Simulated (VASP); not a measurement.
AlGa3Sb4:

```
CELL_PARAMETERS angstrom
5.73373 0.00000 0.00000
0.00000 5.73373 0.00000
0.00000 0.00000 5.73373
ATOMIC_POSITIONS crystal
Al 0.00000 0.00000 0.00000
Ga 0.50000 0.50000 0.00000
Ga 0.50000 0.00000 0.50000
Ga 0.00000 0.50000 0.50000
Sb 0.75571 0.75571 0.24429
Sb 0.75571 0.24429 0.75571
Sb 0.24429 0.75571 0.75571
Sb 0.24429 0.24429 0.24429
```

| Property | Result |
| --- | --- |
| Program | VASP 6.6.1 |
| Task | relaxation of cell and atoms |
| Functional | PBE |
| Potentials or basis | VASP PAW PBE potentials, release 64 (Al, Ga_d, Sb) |
| Cutoff | 600 eV |
| k mesh | 4 × 4 × 4 |
| Occupations | gaussian, width 0.1 eV |
| Spin | no spin polarisation |

At the start: pressure 20.0 GPa; volume 23.56 Å³/atom.

Task: Where does the relaxation end?

Result: Over 6 steps the energy falls by 339.0 meV/atom and the volume is 30.19 Å³/atom (+28.1 %); space group P-43m (No. 215, to 0.1 Å) before and after.

The path:
```
step  energy change (eV)  largest force (eV/Å)  pressure (GPa)  volume (Å³)
   1              0.0000                1.1680           20.02       188.50
   2             -2.0159                0.0349           -4.86       280.78
   3             -2.7000                0.2479           -0.03       241.25
   4             -2.6997                0.2375           -0.22       242.40
   5             -2.7082                0.1231           -0.17       241.99
   6             -2.7116                0.0011           -0.10       241.55
```

Final structure:
```xyz
8
Lattice="6.2278 0.0000 0.0000 0.0000 6.2278 0.0000 0.0000 0.0000 6.2278" Properties=species:S:1:pos:R:3 pbc="T T T"
Al    0.0000    0.0000    6.2278
Ga    3.1139    3.1139    6.2278
Ga    3.1139    0.0000    3.1139
Ga    0.0000    3.1139    3.1139
Sb    4.6697    4.6697    1.5581
Sb    4.6697    1.5581    4.6697
Sb    1.5581    4.6697    4.6697
Sb    1.5581    1.5581    1.5581
```

Caveat: the volume moved by over 15 % at a fixed basis, so the end points are rough.
